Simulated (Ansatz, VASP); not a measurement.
**Br: VASP beside Ansatz**

```
Br
1.0
     3.44748   -2.46973    0.00000
     3.36106    2.34107    0.00000
     0.00000    0.00000    8.78026
Br
4
Direct
  0.11808 0.84433 0.10061
  0.61808 0.34433 0.39939
  0.88192 0.15567 0.89939
  0.38192 0.65567 0.60061
```

Alike in both runs: task single point; functional PBE; k mesh 8 × 8 × 4; occupations gaussian, width 0.02 eV; no spin polarisation.

|  | VASP | Ansatz |
| --- | --- | --- |
| version | VASP 6.6.1 | Ansatz 0.2.0 |
| potentials or method | VASP PAW PBE potentials, release 64 (Br), cutoff 520 eV | scalar-relativistic, plane waves, PAW |
| valence electrons in the cell | 28 | 28 |

```tsv
	VASP	Ansatz	Ansatz less VASP
gap on the k mesh at the Fermi level (eV)	2.10	2.10	-0.001
least direct gap on the mesh (eV)	2.23	2.22	-0.001
pressure (GPa)	3.6	3.5	-0.03
traceless stress, the component that is largest in VASP (GPa)	2.60	2.58	-0.028
rms of the force components (eV/Å)	1.165	1.154	-0.0115
```

Atom by atom the forces differ by 0.012 eV/Å (rms over components).
